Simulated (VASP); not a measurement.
Here is a VASP 6.6.1 calculation.

File INCAR:

```
SYSTEM = BeZn2Se3
PREC = Accurate ; ENCUT = 520
EDIFF = 1E-7 ; ISMEAR = 0
SIGMA = 0.1 ; LREAL = .FALSE.
LASPH = .TRUE. ; NELM = 60
ALGO = Normal ; ISIF = 2
LWAVE = .FALSE. ; LCHARG = .TRUE.
GGA = PE ; LELF = .TRUE.
LVHAR = .TRUE. ; NBANDS = 31
```

The input KPOINTS:

```
regular mesh
0
G
  6 6 10
  0 0 0
```

File POSCAR:

```
BeZn2Se3
1.0
    7.6850406134      0.0000000000      0.0000000000
   -3.8425203067      6.6554404003      0.0000000000
    0.0000000000      0.0000000000      2.8970960320
Be Zn Se
1 2 3
Direct
    0.0000000000      0.0000000000      0.0000000000
    0.3333333333      0.6666666667      0.0000000000
    0.6666666667      0.3333333333      0.0000000000
    0.5000000000      0.0000000000      0.5000000000
    0.5000000000      0.5000000000      0.5000000000
    0.0000000000      0.5000000000      0.5000000000
```

Potentials or basis: VASP PAW PBE potentials, release 64 (Be, Zn, Se).

Command:

```sh
$ cat potpaw_PBE.64/Be/POTCAR potpaw_PBE.64/Zn/POTCAR potpaw_PBE.64/Se/POTCAR > POTCAR
$ mpirun -np 1 vasp_std > vasp.out
```

Q: Estimate the band gap on the k mesh.

A: Zero (bands 22 and 23 overlap by 2.77 eV).

Q: Predict the pressure.

A: 0.1 GPa.
